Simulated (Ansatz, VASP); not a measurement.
**TaN in VASP and in Ansatz**

File INCAR:

```
PREC = Accurate
ENCUT = 520
EDIFF = 1E-6
ISMEAR = 0
SIGMA = 0.15
LREAL = F
LASPH = T
NELM = 100
ALGO = Normal
ISIF = 2
LWAVE = F
LCHARG = F
GGA = PS
NBANDS = 15
```

Contents of KPOINTS:

```
Automatic mesh
0
Gamma
  24 24 20
```

The input POSCAR:

```
TaN
1.0
    2.9239890447      0.0000000000      0.0913746576
   -1.4619945224      2.5322487931     -0.0456873288
    0.0897102388      0.0000000000      2.8707276427
Ta N
1 1
Direct
    0.3333333333      0.6666666667      0.5000000000
    0.0000000000      0.0000000000      0.0000000000
```

Input for Ansatz:

```yaml
crystal:
  lattice:
    - [2.9239890447, 0.0, 0.0913746576]
    - [-1.4619945224, 2.5322487931, -0.0456873288]
    - [0.0897102388, 0.0, 2.8707276427]
  atoms:
    - { symbol: Ta, position: [0.3333333333, 0.6666666667, 0.5] }
    - { symbol: "N", position: [0.0, 0.0, 0.0] }
basis:
  ecutwfc: 420
kpoints:
  mp_grid: { grid: [24, 24, 20] }
hamiltonian:
  xc: pbesol
scf:
  occupations: { method: gaussian, width: 0.15 }
output:
  forces: true
  stress: true
  eigenvalues: true
```

Change from the starting cell: strain +0.0625 x Voigt [0, 0, 0, 0, 1, 0], atoms carried along.

Alike in both runs: task single point; functional PBEsol; k mesh 24 × 24 × 20; occupations gaussian, width 0.15 eV; no spin polarisation.

```csv
,VASP,Ansatz
version,VASP 6.6.1,Ansatz 0.2.0
potentials or method,"VASP PAW PBE potentials, release 64 (Ta_pv, N), cutoff 520 eV","scalar-relativistic, plane waves, PAW"
valence electrons in the cell,16,18
```

VASP gave:

* gap on the k mesh at the Fermi level (eV): none
* pressure (GPa): 2.5
* traceless stress, the component that is largest in VASP (GPa): -16.11
* rms of the force components (eV/Å): 0.059

Problem. Which values does Ansatz return?

Solution. gap on the k mesh at the Fermi level (eV): none; pressure (GPa): 1.6; traceless stress, the component that is largest in VASP (GPa): -15.98; rms of the force components (eV/Å): 0.058.

VASP's potentials were made for PBE, not for PBEsol. Atom by atom the forces differ by 0.001 eV/Å (rms over components). A gap of «none» marks a metal or a gap that the smearing closes. VASP's potentials hold 16 valence electrons a cell and Ansatz's 18, so a difference there can come from the potentials and not from the codes.

Spin-orbit coupling is off throughout.
